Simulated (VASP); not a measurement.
Wanted: the native input for a VASP 6.6.1 run.

| Quantity | Value |
| --- | --- |
| Task | single point |
| Functional | PBE |
| Potentials or basis | VASP PAW PBE potentials, release 64 (Ga_d, Ir) |
| Cutoff | 520 eV |
| k mesh | 6 × 6 × 6 |
| Occupations | gaussian, width 0.1 eV |
| Spin | collinear spin |
| Starting moments | [0.0, 1.0, 1.0] μB |
| Dipole correction | no |
| Further INCAR settings | ALGO = Fast; EDIFF = 1e-06; NBANDS = 26 |

The structure of GaIr2 lies in POSCAR:

```
GaIr2
1.0
    0.0000000000      2.9035652517      2.9035652517
    2.9035652517      0.0000000000      2.9035652517
    2.9035652517      2.9035652517      0.0000000000
Ga Ir
1 2
Direct
    0.5000000000      0.5000000000      0.5000000000
    0.2500000000      0.2500000000      0.2500000000
    0.7500000000      0.7500000000      0.7500000000
```

The cell was built from a structure type or drawn by symmetry, and may not be a known phase.

The input as run:

INCAR

```
SYSTEM = GaIr2
ALGO = Fast
EDIFF = 1E-6
ENCUT = 520
GGA = PE
ISIF = 2
ISMEAR = 0
ISPIN = 2
LASPH = .True.
LCHARG = .False.
LMAXMIX = 4
LORBIT = 11
LREAL = .False.
LWAVE = .False.
MAGMOM = 0 1 1
NBANDS = 26
NELM = 150
PREC = Accurate
SIGMA = 0.1
```

KPOINTS

```
k-points
0
Gamma
  6 6 6
  0 0 0
```

Potentials or basis: VASP PAW PBE potentials, release 64 (Ga_d, Ir).

Run with:

```sh
$ cat potpaw_PBE.64/Ga_d/POTCAR potpaw_PBE.64/Ir/POTCAR > POTCAR
$ mpirun -np 1 vasp_std > vasp.out
```

It gave:

```json
{"Pressure": "0.4 GPa", "Net moment": "0.01 μB per cell", "Valence electrons inside the program's atomic spheres": "Ga 11.96; Ir 8.20"}
```

Wall time 32 s on 1 thread of Intel(R) Xeon(R) 6975P-C (Granite Rapids) (shared host), peak memory 0.22 GiB.
